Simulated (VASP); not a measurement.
**KCl (Sylvite): single point with PBEsol**

KCl (Sylvite):

```
K Cl
1.0
     0.00000    2.78313    2.78313
     2.78313    0.00000    2.78313
     2.78313    2.78313    0.00000
K Cl
1 1
Direct
  0.00000 0.00000 0.00000
  0.50000 0.50000 0.50000
```

```
Program             : VASP 6.6.1
Task                : single point
Functional          : PBEsol
Potentials or basis : VASP PAW PBE potentials, release 64 (K_sv, Cl)
Cutoff              : 500 eV
k mesh              : 8 × 8 × 8
Occupations         : gaussian, width 0.01 eV
Spin                : no spin polarisation
```

- Pressure: 15.3 GPa
- Band gap on the k mesh: 5.64 eV, indirect (least direct gap 5.90 eV)

Levels at points of the mesh, in eV from the valence-band top:
| k point | band 6 | band 7 | band 8 | band 9 | band 10 | band 11 |
| --- | --- | --- | --- | --- | --- | --- |
| (0.00, 0.00, 0.00) | 0.00 | 0.00 | 0.00 | 6.51 | 8.12 | 8.12 |
| (0.50, 0.00, 0.00) | -1.95 | -0.81 | -0.81 | 8.37 | 9.77 | 11.52 |
| (0.50, 0.50, 0.00) | -0.80 | -0.25 | -0.25 | 5.64 | 10.03 | 10.65 |

Wall time 8.3 s on 1 thread of Intel(R) Xeon(R) 6975P-C (Granite Rapids), with other jobs on the host, peak memory 0.16 GiB.

Caveat: the PAW data sets were made with another functional, which shifts forces and pressure a little. A k mesh can miss the band edges.
